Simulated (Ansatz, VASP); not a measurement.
# Pb in VASP and in Ansatz

```
Pb
1.0
     0.00000    2.49457    2.49457
     2.49457    0.00000    2.49457
     2.49457    2.49457    0.00000
Pb
1
Cartesian
  0.0000 0.0000 0.0000
```

Alike in both runs: task single point; functional r2SCAN; k mesh 16 × 16 × 16; occupations gaussian, width 0.05 eV; no spin polarisation.

```csv
,VASP,Ansatz
version,VASP 6.6.1,Ansatz 0.2.0
potentials or method,"VASP PAW PBE potentials, release 64 (Pb_d), cutoff 520 eV","scalar-relativistic, plane waves, PAW"
valence electrons in the cell,14,14
```

|  | VASP | Ansatz | Ansatz less VASP |
| --- | --- | --- | --- |
| gap on the k mesh at the Fermi level (eV) | none | none | - |
| pressure (GPa) | 0.0 | 0.0 | +0.02 |

VASP's potentials were made for PBE, not for r2SCAN. A gap of «none» marks a metal or a gap that the smearing closes. With one functional, cell and mesh, what is left measures potentials, basis and numerics.

Neither program's run includes spin-orbit coupling.
